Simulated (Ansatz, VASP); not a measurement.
## Two plane-wave programs on Ni

INCAR

```
  PREC = Accurate
  ENCUT = 600
  EDIFF = 1E-6
  ISMEAR = -1
  SIGMA = 0.1
  LREAL = False
  LASPH = True
  NELM = 120
  ALGO = Normal
  ISIF = 2
  LWAVE = False
  LCHARG = False
  NBANDS = 11
  GGA_COMPAT = False
```

File KPOINTS:

```
regular mesh
0
Gamma
  15 15 15
```

POSCAR

```
Ni
1.0
    0.0000000000      1.7725500000      1.7725500000
    1.7725500000      0.0000000000      1.7725500000
    1.7725500000      1.7725500000      0.0000000000
Ni
1
Direct
    0.0000000000      0.0000000000      0.0000000000
```

Input for Ansatz:

```yaml
crystal:
  lattice:
    - [0.0, 1.77255, 1.77255]
    - [1.77255, 0.0, 1.77255]
    - [1.77255, 1.77255, 0.0]
  atoms:
    - { symbol: Ni, position: [0.0, 0.0, 0.0] }
hamiltonian:
  xc: lda
  pseudopotentials: { kind: paw }
basis:
  ecutwfc: 420
kpoints:
  mp_grid: { grid: [15, 15, 15] }
scf:
  occupations: { method: fermi_dirac, width: 0.1 }
  lower_state_search: "off"
output:
  forces: true
  stress: true
```

Alike in both runs: task single point; functional LDA; k mesh 15 × 15 × 15; occupations fermi-dirac, width 0.1 eV; no spin polarisation.

```csv
,VASP,Ansatz
version,VASP 6.6.1,Ansatz 0.2.0
potentials or method,"VASP PAW LDA potentials, release 64 (Ni), cutoff 600 eV","PAW, plane waves, scalar-relativistic"
valence electrons in the cell,10,18
```

Ansatz gave:

| Quantity | Value |
| --- | --- |
| pressure (GPa) | -21.2 |

Task: What did VASP give for the same quantities?

Result: Pressure (GPa): -21.0.

LDA's correlation is that of Perdew and Zunger in VASP and of Perdew and Wang (1992) in Ansatz. VASP's potentials hold 10 valence electrons a cell and Ansatz's 18, so a difference there can come from the potentials and not from the codes.
